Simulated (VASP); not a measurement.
# SiO2: relaxation of cell and atoms with PBEsol

SiO2:

```
Si O
1.0
     4.23568    0.00000    0.00000
     0.00000    4.23568    0.00000
     0.00000    0.00000    2.69064
Si O
2 4
Cartesian
  0.0000 0.0000 0.0000
  2.1178 2.1178 1.3453
  1.3002 1.3002 0.0000
  0.8176 3.4181 1.3453
  3.4181 0.8176 1.3453
  2.9354 2.9354 0.0000
```

* Program: VASP 6.6.1
* Task: relaxation of cell and atoms
* Functional: PBEsol
* Potentials or basis: VASP PAW PBE potentials, release 64 (Si, O)
* Cutoff: 600 eV
* k mesh: 6 × 6 × 8
* Occupations: fermi-dirac, width 0.02 eV
* Spin: no spin polarisation
* Dipole correction: no
* Further INCAR settings: ALGO = Normal; EDIFF = 1e-06; IBRION = 2; EDIFFG = -0.005; NSW = 80; ISIF = 3

```json
{
  "Relaxed volume": "7.86 Å³/atom",
  "Relaxed cell": "a = 4.192 Å, b = 4.192 Å, c = 2.683 Å, α = 90.00°, β = 90.00°, γ = 90.00°",
  "Space group after relaxing (to 0.05 Å)": "P4_2/mnm (No. 136)",
  "Energy gained by relaxing": "3.9 meV/atom",
  "Ionic steps": "7",
  "Pressure after relaxing": "0.0 GPa",
  "Band gap on the k mesh": "5.34 eV, direct"
}
```

Step by step:
```tsv
step	energy change (eV)	largest force (eV/Å)	pressure (GPa)	volume (Å³)
1	0.0000	0.0080	-6.25	48.27
2	0.0083	0.3435	8.23	46.11
3	-0.0202	0.1586	0.05	47.27
4	-0.0234	0.0180	0.06	47.14
5	-0.0234	0.0272	0.06	47.13
6	-0.0236	0.0063	-0.05	47.14
7	-0.0236	0.0002	-0.03	47.14
```

Final structure:
```cif
data_structure
_symmetry_space_group_name_H-M 'P 1'
_symmetry_Int_Tables_number 1
_cell_length_a 4.1919
_cell_length_b 4.1919
_cell_length_c 2.6826
_cell_angle_alpha 90.000
_cell_angle_beta 90.000
_cell_angle_gamma 90.000
_cell_volume 47.14
loop_
_atom_site_label
_atom_site_type_symbol
_atom_site_fract_x
_atom_site_fract_y
_atom_site_fract_z
_atom_site_occupancy
Si1 Si 0.00000 0.00000 0.00000 1
Si2 Si 0.50000 0.50000 0.50000 1
O1 O 0.30582 0.30582 0.00000 1
O2 O 0.19418 0.80582 0.50000 1
O3 O 0.80582 0.19418 0.50000 1
O4 O 0.69418 0.69418 0.00000 1
```

Levels at points of the mesh, in eV from the valence-band top:
| k point | band 12 | band 13 | band 14 | band 15 | band 16 | band 17 | band 18 | band 19 | band 20 |
| --- | --- | --- | --- | --- | --- | --- | --- | --- | --- |
| (0.00, 0.00, 0.00) | -3.14 | -2.52 | -0.88 | -0.88 | 0.00 | 5.34 | 6.45 | 8.21 | 8.21 |
| (0.50, 0.00, 0.00) | -3.89 | -2.69 | -2.69 | -1.07 | -1.07 | 7.48 | 7.48 | 8.79 | 8.79 |
| (0.50, 0.50, 0.00) | -3.27 | -2.70 | -2.70 | -2.27 | -2.27 | 7.18 | 7.18 | 9.79 | 9.79 |
| (0.00, 0.00, 0.50) | -4.64 | -3.09 | -3.09 | -2.68 | -2.68 | 8.86 | 8.86 | 12.33 | 12.33 |
| (0.50, 0.00, 0.50) | -4.00 | -2.28 | -2.28 | -1.76 | -1.76 | 8.56 | 8.56 | 9.62 | 9.62 |
| (0.50, 0.50, 0.50) | -4.50 | -1.75 | -1.75 | -1.55 | -1.55 | 6.94 | 6.94 | 10.76 | 10.76 |

Wall time 2.8 min on 1 thread of Intel Xeon 6975P-C, with other jobs on the host, peak memory 0.2 GiB.

Caveat: the PAW data sets were made with another functional, which shifts forces and pressure a little. A hybrid or GW would open this gap; PBEsol tends to underestimate it.
